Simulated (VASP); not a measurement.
Runs of VASP 6.6.1 on Si. The structure is that of space group Fmmm (No. 69), or close to it. The cells are those of the table. 

```tsv
cell	gap on the mesh (eV)	pressure (GPa)	largest force (eV/Å)
a = 5.381, b = 5.381, c = 4.772 Å, angles 98.2, 98.2, 138.2°, 4 atoms	none	-0.2	0.54
a = 5.279, b = 5.279, c = 4.873 Å, angles 98.2, 98.2, 137.4°, 4 atoms	none	-0.1	0.38
a = 5.162, b = 5.162, c = 4.558 Å, angles 99.0, 99.0, 136.4°, 4 atoms	none	10.3	1.77
a = 5.060, b = 5.060, c = 4.658 Å, angles 99.0, 99.0, 135.4°, 4 atoms	none	(a)	1.58
```

Alike in all rows: task single point; level PBEsol; potentials or basis VASP PAW PBE potentials, release 64 (Si); no spin polarisation; k mesh 10 × 10 × 10; cutoff (eV) 520; smearing gaussian 0.03 eV.

Q: Fill in the values left out.

A: (a) 10.6.

Caveats: semilocal functionals underestimate gaps, and a narrow one can read as zero; the PAW data sets were made with another functional, which shifts forces and pressure a little; the stress differs along the axes, from 5 to 13 GPa (at least some runs); the stress differs along the axes, from 5 to 14 GPa (at least some runs).

A gap of «none» marks levels without a gap at the run's occupations.
